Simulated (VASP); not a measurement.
**Sc: single point with PBEsol**

The system is Sc.

```
CELL_PARAMETERS angstrom
0.00000 2.27050 2.31591
2.27050 0.00000 2.31591
2.27050 2.27050 0.00000
ATOMIC_POSITIONS crystal
Sc 0.00000 0.00000 0.00000
```

This cell differs from its parent crystal: zz strain of +2 %.

| Item | Value |
| --- | --- |
| Program | VASP 6.6.1 |
| Task | single point |
| Functional | PBEsol |
| Potentials or basis | VASP PAW PBE potentials, release 64 (Sc_sv) |
| Cutoff | 520 eV |
| k mesh | 12 × 12 × 12 |
| Occupations | fermi-dirac, width 0.03 eV |
| Spin | no spin polarisation |

- Pressure: -0.6 GPa

Stress tensor (GPa, compression positive):
```
-0.38  0.00  0.00
 0.00 -0.38  0.00
 0.00  0.00 -1.06
```

Levels at points of the mesh, in eV from the Fermi level:
```csv
k point,band 1,band 2,band 3,band 4,band 5,band 6,band 7,band 8,band 9,band 10
"(0.00, 0.00, 0.00)",-49.14,-27.63,-27.63,-27.63,-5.26,1.53,1.66,1.66,2.98,3.14
"(0.50, 0.00, 0.00)",-49.07,-28.07,-27.69,-27.68,-1.82,0.30,1.43,1.58,3.97,4.03
"(0.50, 0.50, 0.00)",-49.05,-28.04,-27.77,-27.77,-1.61,-0.65,1.84,4.00,4.24,4.24
"(0.50, 0.00, 0.50)",-49.05,-28.04,-27.80,-27.78,-1.58,-0.69,2.13,3.99,4.20,4.30
```

Wall time 21 s on 1 thread of Intel(R) Xeon(R) Platinum 8259CL CPU @ 2.50GHz (Skylake/Cascade Lake), on a shared host, peak memory 0.17 GiB.

Caveat: the cell differs from its parent crystal (zz strain of +2 %); the PAW data sets were made with another functional, which shifts forces and pressure a little.
